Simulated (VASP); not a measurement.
Wanted: the native input for a VASP 6.6.1 run.

| Item | Value |
| --- | --- |
| Task | single point |
| Functional | LDA |
| Potentials or basis | VASP PAW LDA potentials, release 64 (Ga_d) |
| Cutoff | 520 eV |
| k mesh | 9 × 9 × 12 |
| Occupations | fermi-dirac, width 0.1 eV |
| Spin | no spin polarisation |
| Dipole correction | no |
| Further INCAR settings | ALGO = Normal; EDIFF = 1e-07; NBANDS = 26 |

The structure of Ga lies in POSCAR:

```
Ga
1.0
    4.3617992712      0.0000000000      0.0000000000
   -2.1808996356      3.7774289750      0.0000000000
    0.0000000000      0.0000000000      2.7966690565
Ga
3
Direct
    0.0000000000      0.0000000000      0.0000000000
    0.3333333333      0.6666666667      0.5000000000
    0.6666666667      0.3333333333      0.5000000000
```

This isn't the form of Ga at room conditions, which is orthorhombic.

One way to write it, as run:

INCAR

```
PREC = Accurate
ENCUT = 520
EDIFF = 1E-7
ISMEAR = -1
SIGMA = 0.1
LREAL = F
LASPH = T
NELM = 60
ALGO = Normal
ISIF = 2
LWAVE = F
LCHARG = T
LELF = T
LVHAR = T
NBANDS = 26
```

KPOINTS

```
regular mesh
0
Gamma
  9 9 12
```

Potentials or basis: VASP PAW LDA potentials, release 64 (Ga_d).

Launch:

```console
$ cat potpaw_LDA.64/Ga_d/POTCAR > POTCAR
$ mpirun -np 1 vasp_std > vasp.out
```

Results of the run:

```
Pressure               : 11.5 GPa
Band gap on the k mesh : zero (an odd number of electrons rules out a gap without spin polarisation)
```

Caveat: the cell stands under pressure.

Run time: 110 s on 1 thread of Intel Xeon 8259CL, on a shared host, peak memory 0.19 GiB.
